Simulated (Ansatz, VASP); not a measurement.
# Ge: VASP beside Ansatz

INCAR

```
PREC = Accurate
ENCUT = 520
EDIFF = 1E-6
ISMEAR = 0
SIGMA = 0.15
LREAL = F
LASPH = T
NELM = 60
ALGO = Normal
ISIF = 2
LWAVE = F
LCHARG = F
GGA = PS
NBANDS = 21
```

KPOINTS

```
regular mesh
0
Gamma
  14 14 14
```

POSCAR

```
Ge
1.0
    0.0000000000      2.5812526250      2.8287700000
    3.0762873750      0.0000000000      2.8287700000
    3.0762873750      2.5812526250      0.0000000000
Ge
2
Direct
    0.5000000000      0.5000000000      0.5000000000
    0.7500000000      0.7500000000      0.7500000000
```

Input for Ansatz:

```yaml
crystal:
  lattice:
    - [0.0, 2.581252625, 2.82877]
    - [3.076287375, 0.0, 2.82877]
    - [3.076287375, 2.581252625, 0.0]
  atoms:
    - { symbol: Ge, position: [0.5, 0.5, 0.5] }
    - { symbol: Ge, position: [0.75, 0.75, 0.75] }
basis:
  ecutwfc: 420
kpoints:
  mp_grid: { grid: [14, 14, 14] }
hamiltonian:
  xc: pbesol
scf:
  occupations: { method: gaussian, width: 0.15 }
output:
  forces: true
  stress: true
  eigenvalues: true
```

Change from the starting cell: strain +0.0875 x Voigt [1, -1, 0, 0, 0, 0], atoms carried along.

Alike in both runs: task single point; functional PBEsol; k mesh 14 × 14 × 14; occupations gaussian, width 0.15 eV; no spin polarisation.

|  | VASP | Ansatz |
| --- | --- | --- |
| version | VASP 6.6.1 | Ansatz 0.2.0 |
| potentials or method | VASP PAW PBE potentials, release 64 (Ge_d), cutoff 520 eV | scalar-relativistic, plane waves, PAW |
| valence electrons in the cell | 28 | 28 |

|  | VASP | Ansatz | Ansatz less VASP |
| --- | --- | --- | --- |
| gap on the k mesh at the Fermi level (eV) | none | none | - |
| pressure (GPa) | 0.6 | 1.0 | +0.42 |
| traceless stress, the component that is largest in VASP (GPa) | -6.44 | -6.41 | +0.022 |

VASP's potentials were made for PBE, not for PBEsol. A gap of «none» marks a metal or a gap that the smearing closes.
